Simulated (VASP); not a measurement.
**CdS: single point with PBE**

The system is CdS.

```
CELL_PARAMETERS angstrom
4.19697 0.00000 0.00000
-2.09849 3.63469 0.00000
0.00000 0.00000 6.83145
ATOMIC_POSITIONS crystal
Cd 0.66667 0.33333 0.50026
Cd 0.33333 0.66667 0.00026
S 0.66667 0.33333 0.87674
S 0.33333 0.66667 0.37674
```

| Quantity | Value |
| --- | --- |
| Program | VASP 6.6.1 |
| Task | single point |
| Functional | PBE |
| Potentials or basis | VASP PAW PBE potentials, release 64 (Cd, S) |
| Cutoff | 520 eV |
| k mesh | 9 × 9 × 4 |
| Occupations | gaussian, width 0.02 eV |
| Spin | no spin polarisation |
| Dipole correction | no |
| Further INCAR settings | ALGO = Normal; EDIFF = 1e-07; NBANDS = 26 |

- Pressure: 0.3 GPa
- Band gap on the k mesh: 1.11 eV, direct

Levels at points of the mesh, in eV from the valence-band top:
| k point | band 15 | band 16 | band 17 | band 18 | band 19 | band 20 | band 21 | band 22 |
| --- | --- | --- | --- | --- | --- | --- | --- | --- |
| (0.00, 0.00, 0.00) | -0.69 | -0.04 | 0.00 | 0.00 | 1.11 | 2.74 | 6.48 | 6.48 |
| (0.00, 0.00, 0.50) | -0.36 | -0.36 | -0.36 | -0.36 | 2.76 | 2.76 | 6.14 | 6.14 |

Run time: 96 s on 1 thread of Intel(R) Xeon(R) Platinum 8488C (Sapphire Rapids) (shared host), peak memory 0.26 GiB.

A hybrid or GW would open this gap; PBE tends to underestimate it.
